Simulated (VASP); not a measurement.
Wanted: the native input for a VASP 6.6.1 run.

- Task: single point
- Functional: LDA
- Potentials or basis: VASP PAW LDA potentials, release 64 (Au)
- Cutoff: 520 eV
- k mesh: 20 × 20 × 20
- Occupations: fermi-dirac, width 0.15 eV
- Spin: no spin polarisation
- Dipole correction: no
- Further INCAR settings: ALGO = Normal; EDIFF = 1e-06; NBANDS = 12

The structure of Au lies in POSCAR:

```
Au
1.0
    0.0000000000      2.0239837369      2.0239837369
    2.0239837369      0.0000000000      2.0239837369
    2.0239837369      2.0239837369      0.0000000000
Au
1
Direct
    0.0000000000      0.0000000000      0.0000000000
```

The input as run:

INCAR

```
SYSTEM = Au
PREC     = Accurate       ! precision mode
ENCUT    = 520            ! plane-wave cutoff, eV
EDIFF    = 1E-6           ! SCF threshold, eV
ISMEAR   = -1             ! smearing method
SIGMA    = 0.15           ! smearing width, eV
LREAL    = .FALSE.        ! projectors in reciprocal space
LASPH    = .TRUE.         ! aspherical terms in the spheres
NELM     = 60             ! most SCF steps
ALGO     = Normal         ! electronic algorithm
ISIF     = 2              ! what is computed and relaxed
LWAVE    = .FALSE.        ! write WAVECAR
LCHARG   = .TRUE.         ! write CHGCAR
GGA      = CA             ! functional
LELF     = .TRUE.         ! ELF
LVHAR    = .TRUE.       
NBANDS   = 12             ! bands
```

KPOINTS

```
regular mesh
0
G
  20 20 20
  0 0 0
```

Potentials or basis: VASP PAW LDA potentials, release 64 (Au).

The run is started by

```console
$ cat potpaw_LDA.64/Au/POTCAR > POTCAR
$ mpirun -np 1 vasp_std > vasp.out
```

It gave:

| Item | Value |
| --- | --- |
| Pressure | 0.5 GPa |

Wall time 30 s on 1 thread of Intel(R) Xeon(R) Platinum 8259CL CPU @ 2.50GHz (Skylake/Cascade Lake), on a shared host, peak memory 0.17 GiB.
